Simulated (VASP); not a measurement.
BaTiO3:

```
CELL_PARAMETERS angstrom
-2.82767 -1.63255 -2.31773
2.82767 -4.89766 0.00000
-2.82767 -1.63255 4.63546
ATOMIC_POSITIONS crystal
Ba 0.01575 0.99511 0.97326
Ba 0.98425 0.50489 0.52674
Ti 0.50386 0.98954 0.50362
Ti 0.46814 0.51046 0.02438
O 0.53055 0.23162 0.73316
O 0.48625 0.75828 0.23994
O 0.47922 0.75734 0.73348
O 0.53758 0.25276 0.23962
O 0.99089 0.02893 0.47950
O 0.04611 0.47107 0.00370
```

Base run:

```yaml
Program: VASP 6.6.1
Functional: PBE
Potentials_or_basis: VASP PAW PBE potentials, release 64 (Ba_sv, Ti_sv, O)
Cutoff: 520 eV
k_mesh: 7 × 5 × 5
Occupations: fermi-dirac, width 0.05 eV
Spin: no spin polarisation
```

Its results: band gap on the k mesh 2.24 eV (least direct gap 2.33 eV); pressure 10.4 GPa; largest force 3.336 eV/Å.

Question: The run is repeated on the same cell with these changes: functional from PBE to PBEsol; hubbard terms from none to Ti d U = 1.0 eV. What comes out?

Answer: Band gap on the k mesh 2.30 eV (least direct gap 2.38 eV); pressure 5.1 GPa; largest force 3.451 eV/Å.

Several settings changed at once.

Caveats: the cell stands under pressure; spin-orbit coupling is left out, which moves the levels of the heavy elements; an odd mesh through Γ misses points on the zone boundary, where band edges can lie; forces of over 1 eV/Å act on the atoms, so gaps and moduli don't describe the material at rest (at least some runs); the PAW data sets were made with another functional, which shifts forces and pressure a little (at least some runs).
